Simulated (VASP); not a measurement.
Write the native input for VASP 6.6.1 that does the following.

```
Task                    : density of states
Functional              : PBE
Potentials or basis     : VASP PAW PBE potentials, release 64 (Zn, S)
Cutoff                  : 520 eV
k mesh                  : 12 × 12 × 6
Occupations             : gaussian, width 0.02 eV
Spin                    : no spin polarisation
Dipole correction       : no
k mesh for the DOS      : 18 × 18 × 9
Occupations for the DOS : tetrahedron
Further INCAR settings  : ALGO = Normal; EDIFF = 1e-07
```

Crystal: ZnS.

```
Zn S
1.0
     3.84574    0.00000    0.00000
    -1.92287    3.33050    0.00000
     0.00000    0.00000    6.30425
Zn S
2 2
Direct
  0.33333 0.66667 0.00520
  0.66667 0.33333 0.50520
  0.33333 0.66667 0.37980
  0.66667 0.33333 0.87980
```

The input as run:

POSCAR

```
ZnS
1.0
    3.8457352458      0.0000000000      0.0000000000
   -1.9228676229      3.3305044191      0.0000000000
    0.0000000000      0.0000000000      6.3042469113
Zn S
2 2
Direct
    0.3333333333      0.6666666667      0.0052037217
    0.6666666667      0.3333333333      0.5052037217
    0.3333333333      0.6666666667      0.3797962683
    0.6666666667      0.3333333333      0.8797962683
```

INCAR.step1

```
SYSTEM = ZnS
PREC = Accurate ; ENCUT = 520
EDIFF = 1E-7 ; ISMEAR = 0
SIGMA = 0.02 ; LREAL = .FALSE.
LASPH = .TRUE. ; NELM = 80
ALGO = Normal ; ISIF = 2
LWAVE = .FALSE. ; LCHARG = .TRUE.
GGA = PE ; NBANDS = 26
```

KPOINTS.step1

```
Automatic mesh
0
G
  12 12 6
  0 0 0
```

INCAR.step2

```
SYSTEM = ZnS
PREC = Accurate ; ENCUT = 520
EDIFF = 1E-7 ; ISMEAR = -5
SIGMA = 0.02 ; LREAL = .FALSE.
LASPH = .TRUE. ; NELM = 80
ALGO = Normal ; ISIF = 2
LWAVE = .FALSE. ; LCHARG = .FALSE.
GGA = PE ; LORBIT = 11
NEDOS = 2001 ; ICHARG = 11
```

KPOINTS.step2

```
Automatic mesh
0
G
  18 18 9
  0 0 0
```

Potentials or basis: VASP PAW PBE potentials, release 64 (Zn, S).

Launch:

```bash
$ cat potpaw_PBE.64/Zn/POTCAR potpaw_PBE.64/S/POTCAR > POTCAR
$ cp INCAR.step1 INCAR
$ cp KPOINTS.step1 KPOINTS
$ mpirun -np 1 vasp_std > vasp.out
$ cp INCAR.step2 INCAR
$ cp KPOINTS.step2 KPOINTS
$ mpirun -np 1 vasp_std > vasp.out
```

Results of the run:

The valence electrons inside the program's atomic spheres are Zn 10.77; S 3.74.

Run time: 4.6 min on 1 thread of Intel(R) Xeon(R) Platinum 8259CL CPU @ 2.50GHz (Skylake/Cascade Lake) (shared host), peak memory 0.4 GiB.
